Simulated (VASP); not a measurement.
# NaLi5 (Amm2) in VASP: notebook, part 2 of 3

VASP 6.6.1. The steps go on from the part before.

**3. Single point, PBE (22.27 Å³/atom)**

This run uses another cell than the first one, of 22.27 Å³/atom.

INCAR

```
PREC = Accurate ; ENCUT = 520
EDIFF = 1E-6 ; ISMEAR = 0
SIGMA = 0.1 ; LREAL = False
LASPH = True ; NELM = 80
ALGO = Fast ; ISIF = 2
LWAVE = False ; LCHARG = True
GGA = PE ; LELF = True
LVHAR = True ; NBANDS = 20
```

KPOINTS

```
regular mesh
0
Gamma
  8 8 8
```

POSCAR

```
NaLi5
1.0
    4.7731377818      0.0000000000      0.0000000000
    0.0000000000      5.8408584516      2.3967287859
    0.0000000000     -5.8408584516      2.3967287859
Na Li
1 5
Direct
    0.0000000000      0.0833590875      0.0833590875
    0.0000000000      0.4104066031      0.7563122102
    0.0000000000      0.7563122102      0.4104066031
    0.5000000000      0.5832815343      0.5832815343
    0.5000000000      0.2610547217      0.9054323756
    0.5000000000      0.9054323756      0.2610547217
```

Potentials or basis: VASP PAW PBE potentials, release 64 (Na_pv, Li_sv).

Launch:

```
> cat potpaw_PBE.64/Na_pv/POTCAR potpaw_PBE.64/Li_sv/POTCAR > POTCAR
> mpirun -np 1 vasp_std > vasp.out
```

OUTCAR:

```text
PREC = Accurate
   ENCUT = 520
   EDIFF = 1E-6
   ISMEAR = 0
   LREAL = False
   LASPH = True
   NELM = 80
   ISIF = 2
   GGA = PE

 ion  position               nearest neighbor table
   1  0.000  0.083  0.083-
   2  0.000  0.410  0.756-
   3  0.000  0.756  0.410-
   4  0.500  0.583  0.583-
   5  0.500  0.261  0.905-
   6  0.500  0.905  0.261-

  LATTYP: Found a base centered orthorhombic cell.
 ALAT       =     4.7934575718
 B/A-ratio  =     2.4370126841
 C/A-ratio  =     0.9957609325

  Lattice vectors:

 A1 = (   0.0000000000,   5.8408584516,   2.3967287859)
 A2 = (   0.0000000000,  -5.8408584516,   2.3967287859)
 A3 = (   4.7731377818,   0.0000000000,   0.0000000000)

Analysis of symmetry for initial positions (statically):
=====================================================================
 Subroutine PRICEL returns:
 Original cell was already a primitive cell.

 Routine SETGRP: Setting up the symmetry group for a
 base centered orthorhombic supercell.

 Subroutine GETGRP returns: Found  4 space group operations
 (whereof  4 operations were pure point group operations)
 out of a pool of  8 trial point group operations.

The static configuration has the point symmetry C_2v.

Analysis of symmetry for dynamics (positions and initial velocities):
=====================================================================
 Subroutine PRICEL returns:
 Original cell was already a primitive cell.

 Routine SETGRP: Setting up the symmetry group for a
 base centered orthorhombic supercell.

 Subroutine GETGRP returns: Found  4 space group operations
 (whereof  4 operations were pure point group operations)
 out of a pool of  8 trial point group operations.

The dynamic configuration has the point symmetry C_2v.

 Subroutine INISYM returns: Found  4 space group operations
 (whereof  4 operations are pure point group operations),
 and found     1 'primitive' translations

[... 123 lines left out ...]
  volume/ion in A,a.u.               =      22.27       150.31
  Fermi-wavevector in a.u.,A,eV,Ry     =   0.897234  1.695527 10.953090  0.805029
  Thomas-Fermi vector in A             =   2.019793
   LORBIT       =      0    0 simple, 1 ext, 2 COOP (PROOUT), +10 PAW based schemes
   GGA     = PE    functional components
   LHFCALC =     F    Hartree Fock is set to
   AEXX    =    0.0000 exact exchange contribution
   IVDW    =     0    specifies the selected vdW correction
   LEPSILON=     F    determine dielectric tensor
   LRPA    =     F    only Hartree local field effects (RPA)
 non-spin polarized calculation
 RMM-DIIS sequential band-by-band and
 Gauss-broadening in eV      SIGMA  =   0.10
  energy-cutoff  :      520.00
  volume of cell :      133.64
 maximum number of plane-waves:      3633
 NGX is ok and might be reduce to    36
   NGX = 17   NGY = 23   NGZ = 23

 number of electron      21.9999969 magnetization

 Free energy of the ion-electron system (eV)
  ---------------------------------------------------
  ext. energy  EPLUGINS =         0.00000000
  ---------------------------------------------------
  free energy    TOTEN  =       -10.65681051 eV

  energy without entropy =      -10.64476705  energy(sigma->0) =      -10.65078878

 E-fermi :   0.6828     XC(G=0):  -7.0156

 val. band max:        0.6766274424   @ k =   0.0000   0.1250   0.1250
 cond. band min:       0.7049656733   @ k =   0.3750   0.2500   0.0000
 fundamental gap:      0.0283382309
 Fermi energy:         0.6828221212

 k-point     1 :       0.0000    0.0000    0.0000
  band No.  band energies     occupation
      1     -46.1076      2.00000
      2     -46.0510      2.00000
      3     -46.0425      2.00000
      4     -46.0215      2.00000
      5     -46.0130      2.00000
      6     -23.6465      2.00000
[... 541 lines left out ...]
     19       6.6262      0.00000
     20       7.0172      0.00000

 [... further k-points ...]

------------------------ aborting loop because EDIFF is reached ----------------------------------------

  FORCE on cell =-STRESS in cart. coord.  units (eV):
  Direction    XX          YY          ZZ          XY          YZ          ZX
  --------------------------------------------------------------------------------------
  -------------------------------------------------------------------------------------
  Total        0.2871434      0.3050057      0.2876140      0.0000000      0.0000000      0.0000000
  in kB        3.4425473      3.6566972      3.4481887      0.0000000      0.0000000      0.0000000
  external PRESSURE =       3.5158111 kB  Pullay stress =       0.0000000 kB

 VOLUME and BASIS-vectors are now :
 -----------------------------------------------------------------------------
  energy-cutoff  :      520.00
  volume of cell :      133.64
      direct lattice vectors                 reciprocal lattice vectors
     4.773137782  0.000000000  0.000000000     0.209505790  0.000000000  0.000000000
     0.000000000  5.840858452  2.396728786     0.000000000  0.085603855  0.208617680
     0.000000000 -5.840858452  2.396728786     0.000000000 -0.085603855  0.208617680

 POSITION                                       TOTAL-FORCE (eV/Angst)
 -----------------------------------------------------------------------------------
      0.00000      0.00000      0.39958         0.000000     -0.000000     -0.000110
      0.00000     -2.02039      2.79631         0.000000      0.003923     -0.000117
      0.00000      2.02039      2.79631         0.000000     -0.003923     -0.000117
      2.38657      0.00000      2.79594         0.000000     -0.000000      0.000058
      2.38657     -3.76372      2.79575         0.000000     -0.003503      0.000143
      2.38657      3.76372      2.79575         0.000000      0.003503      0.000143
 -----------------------------------------------------------------------------------
    total drift:                                0.000000      0.000000      0.000019

  FREE ENERGIE OF THE ION-ELECTRON SYSTEM (eV)
  ---------------------------------------------------
  free  energy   TOTEN  =       -10.6568105106 eV

  energy  without entropy=      -10.6447670453  energy(sigma->0) =      -10.65078878
```

OSZICAR:

```text
N       E                     dE             d eps       ncg     rms          rms(c)
DAV:   1     0.134056540506E+03    0.13406E+03   -0.96571E+03  4240   0.111E+03
DAV:   2     0.137067723582E+02   -0.12035E+03   -0.11699E+03  4320   0.300E+02
DAV:   3    -0.811134760343E+01   -0.21818E+02   -0.21598E+02  8204   0.737E+01
[... 24 lines left out ...]
RMM:  28    -0.106568064077E+02   -0.14785E-05   -0.16232E-05  5131   0.156E-02    0.238E-03
RMM:  29    -0.106568077902E+02   -0.13824E-05   -0.14898E-05  5044   0.141E-02    0.258E-03
RMM:  30    -0.106568086904E+02   -0.90025E-06   -0.11193E-05  4991   0.130E-02    0.235E-03
RMM:  31    -0.106568096696E+02   -0.97924E-06   -0.10392E-05  4870   0.119E-02    0.255E-03
RMM:  32    -0.106568105106E+02   -0.84092E-06   -0.79007E-06  4927   0.111E-02
   1 F= -.10656811E+02 E0= -.10650789E+02  d E =-.120435E-01
```

stdout:

```text
POSCAR found type information on POSCAR NaLi
 POSCAR found :  2 types and       6 ions
 scaLAPACK will be used
 LDA part: xc-table for (Slater+PW92), standard interpolation
 POSCAR, INCAR and KPOINTS ok, starting setup
 FFT: planning ... GRIDC
 FFT: planning ... GRID_SOFT
 FFT: planning ... GRID
 WAVECAR not read
 entering main loop
WARNING in EDDRMM: call to ZHEGV failed, returncode =   8  4     11
WARNING in EDDRMM: call to ZHEGV failed, returncode =   8  4     10
WARNING in EDDRMM: call to ZHEGV failed, returncode =   6  3      8
WARNING in EDDRMM: call to ZHEGV failed, returncode =   8  4     14
WARNING in EDDRMM: call to ZHEGV failed, returncode =   8  4      6
WARNING in EDDRMM: call to ZHEGV failed, returncode =   6  3      8
WARNING in EDDRMM: call to ZHEGV failed, returncode =   8  4      8
WARNING in EDDRMM: call to ZHEGV failed, returncode =   8  4      6
```

Wall time 21 min (1 thread of Oxide Virtual Turin-like, shared host); peak memory 0.37 GiB.

Results:

| Item | Value |
| --- | --- |
| Free energy | -10.6568 eV |
| Largest force | 0.004 eV/Å |
| Band gap on the k mesh | zero (bands 11 and 12 overlap by 2.21 eV) |

Forces on the atoms (eV/Å):
```
Na   0.000  0.000  0.000
Li   0.000  0.004  0.000
Li   0.000 -0.004  0.000
Li   0.000  0.000  0.000
Li   0.000 -0.004  0.000
Li   0.000  0.004  0.000
```

Caveat: the cutoff is under 1.25 times the usual one of these potentials, so pressure, stress and relaxed cells hold a basis-set (Pulay) error.

[end of part 2 of 3]

The gap in the log of VASP goes by the Fermi energy; the results here count the filled bands.